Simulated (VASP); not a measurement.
# Ta3TiN4 (P-6m2) in VASP: single point with PBEsol

Aim: the single point of Ta3TiN4 with PBEsol.

All numbers are computed with VASP 6.6.1; they aren't measurements. Logs are shortened: lines on timing, memory, paths and dates and some standing lists are left out, and cuts for length are marked.

## Step 1: The cell of the first run

Symmetry: P-6m2, No. 187, hexagonal system. The conventional cell has a = 2.943 Å, b = 2.943 Å, c = 11.383 Å, α = 90.00°, β = 90.00°, γ = 120.00°. Ti (site symmetry -6m2) has 6 N at 2.20 Å and 2 Ta at 2.79 Å and 6 Ti at 2.94 Å within 3.0 Å. Within 3.0 Å of Ta (site symmetry -6m2) lie 6 N at 2.23 Å and 8 Ta at 2.90 to 2.94 Å. Within 3.0 Å of Ta (site symmetry 3m) lie 6 N at 2.20 to 2.24 Å and 1 Ti at 2.79 Å and 7 Ta at 2.90 to 2.94 Å. Within 3.0 Å of N (site symmetry 3m) lie 6 Ta at 2.23 to 2.24 Å and 8 N at 2.86 to 2.94 Å. Within 3.0 Å of N (site symmetry 3m) lie 3 Ti at 2.20 Å and 3 Ta at 2.20 Å and 8 N at 2.78 to 2.94 Å.

## Step 2: Single point, PBEsol

Input file POSCAR:

```
Ta3TiN4
1.0
    2.9427008797     -0.0000000289      0.0000000000
   -1.4713504149      2.5484537320      0.0000000000
    0.0000000000      0.0000000000     11.3825828000
Ti Ta N
1 3 4
Direct
    0.0000000000      0.0000000000      0.5000000000
    0.0000000000      0.0000000000      0.0000000000
    0.0000000000      0.0000000000      0.2549560000
    0.0000000000      0.0000000000      0.7450440000
    0.6666666667      0.3333333333      0.8732760000
    0.6666666667      0.3333333333      0.1267240000
    0.6666666667      0.3333333333      0.3778760000
    0.6666666667      0.3333333333      0.6221240000
```

Input file INCAR.step1:

```
PREC     = Accurate       # precision mode
ENCUT    = 520            # plane-wave cutoff, eV
EDIFF    = 1E-6           # SCF threshold, eV
ISMEAR   = 0              # smearing method
SIGMA    = 0.1            # smearing width, eV
LREAL    = F              # projectors in reciprocal space
LASPH    = T              # aspherical terms in the spheres
NELM     = 100            # most SCF steps
ALGO     = Normal         # electronic algorithm
ISIF     = 2              # what is computed and relaxed
LWAVE    = F              # write WAVECAR
LCHARG   = T              # write CHGCAR
LMAXMIX  = 4              # l up to which the mixer works
GGA      = PS             # functional
NBANDS   = 42             # bands
```

Input file KPOINTS.step1:

```
Automatic mesh
0
Gamma
  12 12 4
```

Input file INCAR.step2:

```
PREC     = Accurate       # precision mode
ENCUT    = 520            # plane-wave cutoff, eV
EDIFF    = 1E-6           # SCF threshold, eV
ISMEAR   = -5             # smearing method
SIGMA    = 0.1            # smearing width, eV
LREAL    = F              # projectors in reciprocal space
LASPH    = T              # aspherical terms in the spheres
NELM     = 100            # most SCF steps
ALGO     = Normal         # electronic algorithm
ISIF     = 2              # what is computed and relaxed
LWAVE    = F              # write WAVECAR
LCHARG   = F              # write CHGCAR
LMAXMIX  = 4              # l up to which the mixer works
GGA      = PS             # functional
LORBIT   = 11             # projections on sites
NBANDS   = 42             # bands
NEDOS    = 2001           # points of the DOS
ICHARG   = 11             # starting density
```

Input file KPOINTS.step2:

```
Automatic mesh
0
Gamma
  18 18 6
```

Potentials or basis: VASP PAW PBE potentials, release 64 (Ti_sv, Ta_pv, N).

Command:

```console
$ cat potpaw_PBE.64/Ti_sv/POTCAR potpaw_PBE.64/Ta_pv/POTCAR potpaw_PBE.64/N/POTCAR > POTCAR
$ cp INCAR.step1 INCAR
$ cp KPOINTS.step1 KPOINTS
$ mpirun -np 1 vasp_std > vasp.out
$ cp INCAR.step2 INCAR
$ cp KPOINTS.step2 KPOINTS
$ mpirun -np 1 vasp_std > vasp.out
```

OUTCAR:

```text
PREC = Accurate
   ENCUT = 520
   EDIFF = 1E-6
   ISMEAR = -5
   LREAL = F
   LASPH = T
   NELM = 100
   ISIF = 2
   GGA = PS
   LORBIT = 11
   ICHARG = 11

 ion  position               nearest neighbor table
   1  0.000  0.000  0.500-   7 2.20   8 2.20   7 2.20   8 2.20   7 2.20   8 2.20   3 2.79   4 2.79

   2  0.000  0.000  0.000-   5 2.23   6 2.23   5 2.23   6 2.23   5 2.23   6 2.23   3 2.90   4 2.90

   3  0.000  0.000  0.255-   7 2.20   7 2.20   7 2.20   6 2.24   6 2.24   6 2.24   1 2.79   2 2.90

   4  0.000  0.000  0.745-   8 2.20   8 2.20   8 2.20   5 2.24   5 2.24   5 2.24   1 2.79   2 2.90

   5  0.667  0.333  0.873-   2 2.23   2 2.23   2 2.23   4 2.24   4 2.24   4 2.24
   6  0.667  0.333  0.127-   2 2.23   2 2.23   2 2.23   3 2.24   3 2.24   3 2.24
   7  0.667  0.333  0.378-   1 2.20   1 2.20   1 2.20   3 2.20   3 2.20   3 2.20
   8  0.667  0.333  0.622-   1 2.20   1 2.20   1 2.20   4 2.20   4 2.20   4 2.20

  LATTYP: Found a hexagonal cell.
 ALAT       =     2.9427008797
 C/A-ratio  =     3.8680733331

  Lattice vectors:

 A1 = (   2.9427008797,  -0.0000000289,   0.0000000000)
 A2 = (  -1.4713504149,   2.5484537320,   0.0000000000)
 A3 = (   0.0000000000,   0.0000000000,  11.3825828000)

Analysis of symmetry for initial positions (statically):
=====================================================================
 Subroutine PRICEL returns:
 Original cell was already a primitive cell.

 Routine SETGRP: Setting up the symmetry group for a
 hexagonal supercell.

 Subroutine GETGRP returns: Found 12 space group operations
 (whereof 12 operations were pure point group operations)
 out of a pool of 24 trial point group operations.

The static configuration has the point symmetry D_3h.

Analysis of symmetry for dynamics (positions and initial velocities):
=====================================================================
 Subroutine PRICEL returns:
 Original cell was already a primitive cell.

 Routine SETGRP: Setting up the symmetry group for a
 hexagonal supercell.

 Subroutine GETGRP returns: Found 12 space group operations
 (whereof 12 operations were pure point group operations)
 out of a pool of 24 trial point group operations.

The dynamic configuration has the point symmetry D_3h.

 Subroutine INISYM returns: Found 12 space group operations
 (whereof 12 operations are pure point group operations),
 and found     1 'primitive' translations
[... 125 lines left out ...]
   EFERMI_NEDOS =   21; number of points for ismear=-14 and -15
   IALGO  =     38    algorithm
   IMIX   =      4    mixing-type and parameters
     AMIX     =   0.40;   BMIX     =  1.00
     AMIX_MAG =   1.60;   BMIX_MAG =  1.00
  volume/ion in A,a.u.               =      10.67        72.01
  Fermi-wavevector in a.u.,A,eV,Ry     =   1.494943  2.825033 30.407055  2.234855
  Thomas-Fermi vector in A             =   2.607151
   LORBIT       =     11    0 simple, 1 ext, 2 COOP (PROOUT), +10 PAW based schemes
   GGA     = PS    functional components
   LHFCALC =     F    Hartree Fock is set to
   AEXX    =    0.0000 exact exchange contribution
   IVDW    =     0    specifies the selected vdW correction
   LEPSILON=     F    determine dielectric tensor
   LRPA    =     F    only Hartree local field effects (RPA)
 non-spin polarized calculation
 Fermi weights with tetrahedron method with Bloechl corrections
  energy-cutoff  :      520.00
  volume of cell :       85.36
 maximum number of plane-waves:      2352
 NGX is ok and might be reduce to    24

 number of electron      65.0000008 magnetization

 Free energy of the ion-electron system (eV)
  ---------------------------------------------------
  ext. energy  EPLUGINS =         0.00000000
  ---------------------------------------------------
  free energy    TOTEN  =       -91.51948596 eV

  energy without entropy =      -91.51948596  energy(sigma->0) =      -91.51948596

 E-fermi :   8.0416     XC(G=0): -13.3212

 val. band max:        8.0455410702   @ k =   0.3333   0.3333   0.5000
 cond. band min:       8.0634208091   @ k =   0.3889   0.0556   0.5000
 fundamental gap:      0.0178797389
 Fermi energy:         8.0416328289

 k-point     1 :       0.0000    0.0000    0.0000
  band No.  band energies     occupation
      1     -48.6770      2.00000
      2     -27.0486      2.00000
      3     -26.6640      2.00000
      4     -26.4389      2.00000
      5     -26.0513      2.00000
      6     -26.0513      2.00000
[... 1069 lines left out ...]
     41      12.7184      0.00000
     42      13.0110      0.00000

 [... further k-points ...]

------------------------ aborting loop because EDIFF is reached ----------------------------------------

  FORCE on cell =-STRESS in cart. coord.  units (eV):
  Direction    XX          YY          ZZ          XY          YZ          ZX
  --------------------------------------------------------------------------------------
  -------------------------------------------------------------------------------------
  Total       -4.3423050     -4.3423050     -4.7823426      0.0000000      0.0000000     -0.0000000
  in kB      -81.5018026    -81.5018026    -89.7609796      0.0000000      0.0000000     -0.0000000
  external PRESSURE =     -84.2548616 kB  Pullay stress =       0.0000000 kB

 VOLUME and BASIS-vectors are now :
 -----------------------------------------------------------------------------
  energy-cutoff  :      520.00
  volume of cell :       85.36
      direct lattice vectors                 reciprocal lattice vectors
     2.942700880 -0.000000029  0.000000000     0.339823872  0.196197399  0.000000000
    -1.471350415  2.548453732  0.000000000     0.000000004  0.392394805  0.000000000
     0.000000000  0.000000000 11.382582800     0.000000000  0.000000000  0.087853523

 POSITION                                       TOTAL-FORCE (eV/Angst)
 -----------------------------------------------------------------------------------
      0.00000      0.00000      5.69129        -0.000000      0.000000      0.000000
      0.00000      0.00000      0.00000        -0.000000      0.000000      0.000000
      0.00000      0.00000      2.90206        -0.000000     -0.000000      0.002814
      0.00000      0.00000      8.48053        -0.000000     -0.000000     -0.002814
      1.47135      0.84948      9.94014         0.000000     -0.000000      0.008967
      1.47135      0.84948      1.44245         0.000000      0.000000     -0.008967
      1.47135      0.84948      4.30120         0.000000     -0.000000     -0.041358
      1.47135      0.84948      7.08138         0.000000      0.000000      0.041358
 -----------------------------------------------------------------------------------
    total drift:                               -0.001012      0.000584      0.000000

  FREE ENERGIE OF THE ION-ELECTRON SYSTEM (eV)
  ---------------------------------------------------
  free  energy   TOTEN  =       -91.5194859591 eV

  energy  without entropy=      -91.5194859591  energy(sigma->0) =      -91.51948596

 total charge

# of ion       s       p       d       tot
------------------------------------------
    1        2.183   6.190   1.983  10.355
    2        0.304   6.263   2.427   8.994
    3        0.307   6.262   2.431   9.001
    4        0.307   6.262   2.431   9.001
    5        1.221   2.485   0.000   3.706
    6        1.221   2.485   0.000   3.706
    7        1.229   2.471   0.000   3.700
    8        1.229   2.471   0.000   3.700
--------------------------------------------------
tot          8.001  34.890   9.273  52.164
```

OUTCAR.step1:

```text
PREC = Accurate
   ENCUT = 520
   EDIFF = 1E-6
   ISMEAR = 0
   LREAL = F
[... 1330 lines left out ...]
      1.47135      0.84948      9.94014        -0.000000      0.000000      0.002182
      1.47135      0.84948      1.44245        -0.000000      0.000000     -0.002182
      1.47135      0.84948      4.30120         0.000000     -0.000000     -0.050492
      1.47135      0.84948      7.08138         0.000000     -0.000000      0.050492
 -----------------------------------------------------------------------------------
    total drift:                               -0.000000      0.000000      0.000000

  FREE ENERGIE OF THE ION-ELECTRON SYSTEM (eV)
  ---------------------------------------------------
  free  energy   TOTEN  =       -91.5219624650 eV

  energy  without entropy=      -91.5075309217  energy(sigma->0) =      -91.51474669
```

Run time: 12 min. Hardware: 1 thread of Intel Xeon Platinum 8259CL at 2.50GHz (Skylake/Cascade Lake), shared host; peak memory 0.55 GiB.

Results:

```
Valence electrons inside the program's atomic spheres : Ti 10.36; Ta 8.99, 9.00 (each value once); N 3.71, 3.70 (each value once)
```

Levels at points of the mesh, in eV from the Fermi level:
```
           k point  band 31  band 32  band 33  band 34  band 35  band 36
(0.00, 0.00, 0.00)     0.48     0.48     0.49     0.60     1.23     1.23
(0.50, 0.00, 0.00)    -0.77    -0.60     0.31     2.80     2.98     3.09
(0.00, 0.00, 0.50)    -1.00     0.53     0.53     0.68     0.68     2.19
(0.50, 0.00, 0.50)    -1.66    -0.10     0.23     3.02     3.08     3.17
```

Caveat: the PAW data sets were made with another functional, which shifts forces and pressure a little; spin-orbit coupling is left out, which moves the levels of the heavy elements; an odd number of electrons without spin polarisation forces a metal; a magnetic or distorted state may lie lower.
